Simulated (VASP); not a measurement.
# Na (I4/mmm) in VASP: a series of runs, part 2 of 3

VASP 6.6.1. Earlier steps stand in the parts before.

## 4. Single point, PBEsol

This run uses another cell than the first one, of 25.87 Å³/atom.

Input file INCAR:

```
ALGO = Normal
EDIFF = 1E-6
ENCUT = 520
GGA = PS
ISIF = 2
ISMEAR = 0
LASPH = T
LCHARG = T
LELF = T
LREAL = F
LVHAR = T
LWAVE = F
NBANDS = 10
NELM = 100
PREC = Accurate
SIGMA = 0.1
```

Input file KPOINTS:

```
k-points
0
Gamma
  18 18 18
```

Input file POSCAR:

```
Na
1.0
   -1.6642663027      1.6642663027      2.3353837439
    1.6642663027     -1.6642663027      2.3353837439
    1.6642663027      1.6642663027     -2.3353837439
Na
1
Direct
    0.0000000000      0.0000000000      0.0000000000
```

Potentials or basis: VASP PAW PBE potentials, release 64 (Na_pv).

On the command line:

```
$ cat potpaw_PBE.64/Na_pv/POTCAR > POTCAR
$ mpirun -np 1 vasp_std > vasp.out
```

OUTCAR:

```text
EDIFF = 1E-6
   ENCUT = 520
   GGA = PS
   ISIF = 2
   ISMEAR = 0
   LASPH = T
   LREAL = F
   NELM = 100
   PREC = Accurate

 ion  position               nearest neighbor table
   1  0.000  0.000  0.000-

  LATTYP: Found a body centered tetragonal cell.
 ALAT       =     3.3285326054
 C/A-ratio  =     1.4032512346

  Lattice vectors:

 A1 = (  -1.6642663027,   1.6642663027,   2.3353837439)
 A2 = (   1.6642663027,  -1.6642663027,   2.3353837439)
 A3 = (   1.6642663027,   1.6642663027,  -2.3353837439)

Analysis of symmetry for initial positions (statically):
=====================================================================
 Subroutine PRICEL returns:
 Original cell was already a primitive cell.

 Routine SETGRP: Setting up the symmetry group for a
 body centered tetragonal supercell.

 Subroutine GETGRP returns: Found 16 space group operations
 (whereof 16 operations were pure point group operations)
 out of a pool of 16 trial point group operations.

The static configuration has the point symmetry D_4h.

Analysis of symmetry for dynamics (positions and initial velocities):
[... 163 lines left out ...]
 Fermi energy:         1.5905144050

 k-point     1 :       0.0000    0.0000    0.0000
  band No.  band energies     occupation
      1     -23.0462      2.00000
      2     -23.0462      2.00000
      3     -23.0461      2.00000
      4      -2.5732      2.00000
      5      14.9916      0.00000
      6      14.9916      0.00000
      7      15.0254      0.00000
      8      16.4221      0.00000
      9      17.8206      0.00000
     10      17.8388      0.00000
[... 287 lines left out ...]
 k-point    24 :      -0.2222    0.0556    0.0000
  band No.  band energies     occupation
      1     -23.0909      2.00000
      2     -23.0540      2.00000
      3     -23.0520      2.00000
      4      -1.6316      2.00000
      5       9.6867      0.00000
      6      13.6739      0.00000
      7      14.0852      0.00000
      8      16.5634      0.00000
      9      17.0271      0.00000
     10      18.9534      0.00000

 [... further k-points ...]

------------------------ aborting loop because EDIFF is reached ----------------------------------------

  FORCE on cell =-STRESS in cart. coord.  units (eV):
  Direction    XX          YY          ZZ          XY          YZ          ZX
  --------------------------------------------------------------------------------------
  -------------------------------------------------------------------------------------
  Total        0.7980291      0.7980291      0.7952780      0.0000000      0.0000000      0.0000000
  in kB       49.4157548     49.4157548     49.2454008      0.0000000      0.0000000      0.0000000
  external PRESSURE =      49.3589701 kB  Pullay stress =       0.0000000 kB

 VOLUME and BASIS-vectors are now :
 -----------------------------------------------------------------------------
  energy-cutoff  :      520.00
  volume of cell :       25.87
      direct lattice vectors                 reciprocal lattice vectors
    -1.664266303  1.664266303  2.335383744     0.000000000  0.300432689  0.214097577
     1.664266303 -1.664266303  2.335383744     0.300432689  0.000000000  0.214097577
     1.664266303  1.664266303 -2.335383744     0.300432689  0.300432689  0.000000000

 POSITION                                       TOTAL-FORCE (eV/Angst)
 -----------------------------------------------------------------------------------
      0.00000      0.00000      0.00000         0.000000     -0.000000      0.000000
 -----------------------------------------------------------------------------------
    total drift:                               -0.000000     -0.000000     -0.000000

  FREE ENERGIE OF THE ION-ELECTRON SYSTEM (eV)
  ---------------------------------------------------
  free  energy   TOTEN  =        -1.2751827872 eV

  energy  without entropy=       -1.2728517274  energy(sigma->0) =       -1.27401726
```

stdout:

```text
POSCAR found type information on POSCAR Na
 POSCAR found :  1 types and       1 ions
 scaLAPACK will be used
 -----------------------------------------------------------------------------
|                                                                             |
|                                                                             |
|     You enforced a specific xc type in the INCAR file but a different       |
|     I HOPE YOU KNOW WHAT YOU ARE DOING!                                     |
|                                                                             |
 -----------------------------------------------------------------------------

 LDA part: xc-table for (Slater+PW92), standard interpolation
 POSCAR, INCAR and KPOINTS ok, starting setup
 FFT: planning ... GRIDC
 FFT: planning ... GRID_SOFT
 FFT: planning ... GRID
 WAVECAR not read
 entering main loop
```

Run time: 38 s. Hardware: 1 thread of Intel Xeon 6975P-C (Granite Rapids), shared host; peak memory 0.22 GiB.

What came out:

| Item | Value |
| --- | --- |
| Free energy | -1.2752 eV |
| Pressure | 4.9 GPa |
| Band gap on the k mesh | zero (an odd number of electrons rules out a gap without spin polarisation) |

Caveat: the cell stands under pressure; the PAW data sets were made with another functional, which shifts forces and pressure a little.

## 5. Relaxation of cell and atoms, PBEsol, target pressure 2 GPa, at which the enthalpy is minimised

This run uses another cell than the first one, of 35.59 Å³/atom.

Input file INCAR:

```
SYSTEM = Na
ALGO = Fast
EDIFF = 1E-6
EDIFFG = -0.008
ENCUT = 600
GGA = PS
IBRION = 2
ISIF = 3
ISMEAR = 0
LASPH = .TRUE.
LCHARG = .FALSE.
LREAL = .FALSE.
LWAVE = .FALSE.
NELM = 60
NSW = 70
PREC = Accurate
PSTRESS = 20.0
SIGMA = 0.1
```

Input file KPOINTS:

```
k-points
0
G
  16 16 16
  0 0 0
```

Input file POSCAR:

```
Na
1.0
   -1.8515195226      1.8515195226      2.5952610327
    1.8515195226     -1.8515195226      2.5952610327
    1.8515195226      1.8515195226     -2.5952610327
Na
1
Direct
    0.0000000000      0.0000000000      0.0000000000
```

Potentials or basis: VASP PAW PBE potentials, release 64 (Na_pv).

On the command line:

```
$ cat potpaw_PBE.64/Na_pv/POTCAR > POTCAR
$ mpirun -np 1 vasp_std > vasp.out
```

OUTCAR:

```text
SYSTEM = Na
   EDIFF = 1E-6
   EDIFFG = -0.008
   ENCUT = 600
   GGA = PS
   IBRION = 2
   ISIF = 3
   ISMEAR = 0
   LASPH = .TRUE.
   LREAL = .FALSE.
   NELM = 60
   NSW = 70
   PREC = Accurate
   PSTRESS = 20.0

 ion  position               nearest neighbor table
   1  0.000  0.000  0.000-

  LATTYP: Found a body centered tetragonal cell.
 ALAT       =     3.7030390452
 C/A-ratio  =     1.4016925023

  Lattice vectors:

 A1 = (  -1.8515195226,   1.8515195226,   2.5952610327)
 A2 = (   1.8515195226,  -1.8515195226,   2.5952610327)
 A3 = (   1.8515195226,   1.8515195226,  -2.5952610327)

Analysis of symmetry for initial positions (statically):
=====================================================================
 Subroutine PRICEL returns:
[... 439 lines left out ...]
  energy without entropy =       -1.36834751  energy(sigma->0) =       -1.36929318

 E-fermi :   0.9448     XC(G=0):  -7.0579

 val. band max:        0.9447988784   @ k =  -0.2500  -0.4375   0.1875
 cond. band min:       1.0193996542   @ k =  -0.3750   0.3750   0.1250
 fundamental gap:      0.0746007758
 Fermi energy:         0.9448045702

 k-point     1 :       0.0000    0.0000    0.0000
  band No.  band energies     occupation
      1     -23.7111      2.00000
      2     -23.7111      2.00000
      3     -23.7111      2.00000
      4      -2.7896      2.00000
      5      13.2957      0.00000
      6      13.2957      0.00000
      7      13.3260      0.00000
[... 221 lines left out ...]
 k-point    24 :      -0.0625    0.0625    0.0000
  band No.  band energies     occupation
      1     -23.7138      2.00000
      2     -23.7121      2.00000
      3     -23.7120      2.00000
      4      -2.6900      2.00000
      5      12.3759      0.00000
      6      12.7680      0.00000
      7      12.7890      0.00000

 [... further k-points ...]

------------------------ aborting loop because EDIFF is reached ----------------------------------------

  FORCE on cell =-STRESS in cart. coord.  units (eV):
  Direction    XX          YY          ZZ          XY          YZ          ZX
  --------------------------------------------------------------------------------------
  -------------------------------------------------------------------------------------
  Total        0.3759046      0.3759046      0.3821265      0.0000000      0.0000000      0.0000000
  in kB       19.8583479     19.8583479     20.1870394      0.0000000      0.0000000      0.0000000
  external PRESSURE =      -0.0320883 kB  Pullay stress =      20.0000000 kB
[... 20 lines left out ...]
  energy  without entropy=       -1.3683475098  energy(sigma->0) =       -1.36929318

  enthalpy is  TOTEN    =        -0.9916528368 eV   P V=        0.3785860122

 reached required accuracy - stopping structural energy minimisation
```

OSZICAR:

```text
N       E                     dE             d eps       ncg     rms          rms(c)
DAV:   1     0.212635030848E+02    0.21264E+02   -0.41844E+03  4886   0.941E+02
DAV:   2    -0.952106898539E+00   -0.22216E+02   -0.22199E+02  5033   0.143E+02
DAV:   3    -0.140062692457E+01   -0.44852E+00   -0.44852E+00  6454   0.294E+01
DAV:   4    -0.140391935804E+01   -0.32924E-02   -0.32924E-02  6006   0.225E+00
[... 58 lines left out ...]
   7 F= -.99165138E+00 E0= -.99070566E+00  d E =0.270709E-05
       N       E                     dE             d eps       ncg     rms          rms(c)
DAV:   1    -0.137024125631E+01    0.88826E-04   -0.90771E-05  5138   0.207E-01    0.112E-02
RMM:   2    -0.137023952893E+01    0.17274E-05   -0.16954E-06  2602   0.259E-02    0.578E-03
RMM:   3    -0.137023884902E+01    0.67991E-06   -0.59464E-07  2513   0.153E-02
   8 F= -.99165284E+00 E0= -.99070717E+00  d E =0.125367E-05
```

CONTCAR:

```text
Na
   1.00000000000000
    -1.7546921914908287    1.7546921914908287    2.4625398793431512
     1.7546921914908287   -1.7546921914908287    2.4625398793431512
     1.7546921914908287    1.7546921914908287   -2.4625398793431512
  Na
     1
Direct
     0.0000000000000000    0.0000000000000000    0.0000000000000000

  0.00000000E+00  0.00000000E+00  0.00000000E+00
```

Run time: 2.7 min. Hardware: 1 thread of Intel Xeon 6975P-C (Granite Rapids), shared host; peak memory 0.24 GiB.

Results:

```
Free energy                                                : -1.3702 eV
Relaxed volume                                             : 30.33 Å³/atom
Relaxed cell                                               : a = 3.496 Å, b = 3.496 Å, c = 3.496 Å, α = 119.75°, β = 119.75°, γ = 90.44°
Space group after relaxing (to 0.1 Å)                      : Fm-3m (No. 225)
Energy change on relaxing (the run minimises the enthalpy) : +31.3 meV/atom
Ionic steps                                                : 8
Pressure after relaxing                                    : 2.0 GPa
Band gap on the k mesh                                     : zero (an odd number of electrons rules out a gap without spin polarisation)
```

The path:
| step | energy change (eV) | largest force (eV/Å) | pressure (GPa) | volume (Å³) |
| --- | --- | --- | --- | --- |
| 1 | 0.0000 | 0.0000 | 0.32 | 35.59 |
| 2 | 0.0048 | 0.0000 | 0.71 | 33.70 |
| 3 | 0.0510 | 0.0000 | 2.72 | 28.96 |
| 4 | 0.0299 | 0.0000 | 1.94 | 30.44 |
| 5 | 0.0314 | 0.0000 | 2.02 | 30.32 |
| 6 | 0.0310 | 0.0000 | 1.96 | 30.35 |
| 7 | 0.0312 | 0.0000 | 1.95 | 30.34 |
| 8 | 0.0313 | 0.0000 | 2.00 | 30.33 |

Final structure:
```
Na
1.0
    -1.75469    1.75469    2.46254
     1.75469   -1.75469    2.46254
     1.75469    1.75469   -2.46254
Na
1
Direct
  0.00000 0.00000 0.00000
```

Caveat: the cell is relaxed towards a set pressure, so the run minimises the enthalpy, not the energy; the PAW data sets were made with another functional, which shifts forces and pressure a little.

## 6. Relaxation of cell and atoms, PBEsol, target pressure 20 GPa, at which the enthalpy is minimised

This run uses another cell than the first one, of 20.31 Å³/atom.

Input file INCAR:

```
SYSTEM = Na
ALGO     = Fast           ! electronic algorithm
EDIFF    = 1E-6           ! SCF threshold, eV
EDIFFG   = -0.008         ! ionic threshold
ENCUT    = 600            ! plane-wave cutoff, eV
GGA      = PS             ! functional
IBRION   = 2              ! ionic algorithm
ISIF     = 3              ! what is computed and relaxed
ISMEAR   = 0              ! smearing method
LASPH    = .True.         ! aspherical terms in the spheres
LCHARG   = .False.        ! write CHGCAR
LREAL    = .False.        ! projectors in reciprocal space
LWAVE    = .False.        ! write WAVECAR
NELM     = 80             ! most SCF steps
NSW      = 70             ! ionic steps
PREC     = Accurate       ! precision mode
PSTRESS  = 200.0        
SIGMA    = 0.1            ! smearing width, eV
```

Input file KPOINTS:

```
k-points
0
Gamma
  20 20 20
  0 0 0
```

Input file POSCAR:

```
Na
1.0
   -1.5358162759      1.5358162759      2.1524933294
    1.5358162759     -1.5358162759      2.1524933294
    1.5358162759      1.5358162759     -2.1524933294
Na
1
Direct
    0.0000000000      0.0000000000      0.0000000000
```

Potentials or basis: VASP PAW PBE potentials, release 64 (Na_pv).

On the command line:

```
$ cat potpaw_PBE.64/Na_pv/POTCAR > POTCAR
$ mpirun -np 1 vasp_std > vasp.out
```

Run time: 89 s. Hardware: 1 thread of Intel Xeon 6975P-C (Granite Rapids), shared host; peak memory 0.23 GiB.

Results (log left out):

```
Free energy                                                : -0.7520 eV
Relaxed volume                                             : 18.13 Å³/atom
Relaxed cell                                               : a = 2.945 Å, b = 2.945 Å, c = 2.945 Å, α = 119.71°, β = 119.71°, γ = 90.51°
Space group after relaxing (to 0.1 Å)                      : Fm-3m (No. 225)
Energy change on relaxing (the run minimises the enthalpy) : +223.9 meV/atom
Ionic steps                                                : 7
Pressure after relaxing                                    : 20.0 GPa
Band gap on the k mesh                                     : zero (an odd number of electrons rules out a gap without spin polarisation)
```

Step by step:
| step | energy change (eV) | largest force (eV/Å) | pressure (GPa) | volume (Å³) |
| --- | --- | --- | --- | --- |
| 1 | 0.0000 | 0.0000 | 13.55 | 20.31 |
| 2 | 0.2408 | 0.0000 | 20.51 | 18.00 |
| 3 | 0.2246 | 0.0000 | 19.72 | 18.13 |
| 4 | 0.2304 | 0.0000 | 20.27 | 18.08 |
| 5 | 0.2205 | 0.0000 | 19.71 | 18.16 |
| 6 | 0.2250 | 0.0000 | 20.09 | 18.13 |
| 7 | 0.2239 | 0.0000 | 19.96 | 18.13 |

Final structure:
```yaml
crystal:
  lattice:
    - [-1.47883, 1.47883, 2.07302]
    - [1.47883, -1.47883, 2.07302]
    - [1.47883, 1.47883, -2.07302]
  atoms:
    - { symbol: Na, position: [0.00000, 0.00000, 0.00000] }
```

Levels at points of the mesh, in eV from the Fermi level:
| k point | band 1 | band 2 | band 3 | band 4 | band 5 | band 6 | band 7 |
| --- | --- | --- | --- | --- | --- | --- | --- |
| (0.00, 0.00, 0.00) | -24.80 | -24.80 | -24.79 | -5.22 | 16.01 | 16.01 | 16.06 |
| (0.50, 0.00, 0.00) | -25.15 | -24.84 | -24.83 | 0.66 | 1.70 | 14.38 | 14.57 |
| (0.50, 0.50, 0.00) | -25.12 | -24.91 | -24.91 | 2.77 | 3.00 | 8.34 | 11.65 |
| (0.50, 0.50, 0.50) | -25.12 | -24.92 | -24.92 | 2.93 | 3.08 | 8.22 | 11.51 |

Caveat: the cell is relaxed towards a set pressure, so the run minimises the enthalpy, not the energy; the PAW data sets were made with another functional, which shifts forces and pressure a little.

[end of part 2 of 3]

The gap in the log of VASP goes by the Fermi energy; the results here count the filled bands.